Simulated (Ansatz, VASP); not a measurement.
## CoW3: VASP beside Ansatz

INCAR

```
SYSTEM = CoW3
ALGO = Fast
EDIFF = 1E-7
ENCUT = 520
GGA = PE
ISIF = 2
ISMEAR = 0
LASPH = .True.
LCHARG = .False.
LREAL = .False.
LWAVE = .False.
NBANDS = 34
NELM = 80
PREC = Accurate
SIGMA = 0.15
```

File KPOINTS:

```
k-points
0
Gamma
  12 12 12
  0 0 0
```

File POSCAR:

```
CoW3
1.0
    3.8992073914      0.0000000000      0.0000000000
    0.0000000000      3.8992073914      0.0000000000
    0.0000000000      0.0000000000      3.8992073914
Co W
1 3
Direct
    0.0000000000      0.0000000000      0.0000000000
    0.0000000000      0.5000000000      0.5000000000
    0.5000000000      0.0000000000      0.5000000000
    0.5000000000      0.5000000000      0.0000000000
```

Input for Ansatz:

```yaml
crystal:
  lattice:
    - [3.8992073914, 0.0, 0.0]
    - [0.0, 3.8992073914, 0.0]
    - [0.0, 0.0, 3.8992073914]
  atoms:
    - { symbol: Co, position: [0.0, 0.0, 0.0] }
    - { symbol: W, position: [0.0, 0.5, 0.5] }
    - { symbol: W, position: [0.5, 0.0, 0.5] }
    - { symbol: W, position: [0.5, 0.5, 0.0] }
basis:
  ecutwfc: 420
kpoints:
  mp_grid: { grid: [12, 12, 12] }
hamiltonian:
  xc: pbe
scf:
  occupations: { method: gaussian, width: 0.15 }
output:
  forces: true
  stress: true
  eigenvalues: true
```

Alike in both runs: task single point; functional PBE; k mesh 12 × 12 × 12; occupations gaussian, width 0.15 eV; no spin polarisation.

|  | VASP | Ansatz |
| --- | --- | --- |
| version | VASP 6.6.1 | Ansatz 0.2.0 |
| potentials or method | VASP PAW PBE potentials, release 64 (Co, W_sv), cutoff 520 eV | scalar-relativistic, plane waves, PAW |
| valence electrons in the cell | 51 | 59 |

```csv
,VASP,Ansatz,Ansatz less VASP
gap on the k mesh at the Fermi level (eV),none,none,-
pressure (GPa),0.5,0.0,-0.46
```

A gap of «none» marks a metal or a gap that the smearing closes. With one functional, cell and mesh, what is left measures potentials, basis and numerics. VASP's potentials hold 51 valence electrons a cell and Ansatz's 59, so a difference there can come from the potentials and not from the codes.

Neither program's run includes spin-orbit coupling.
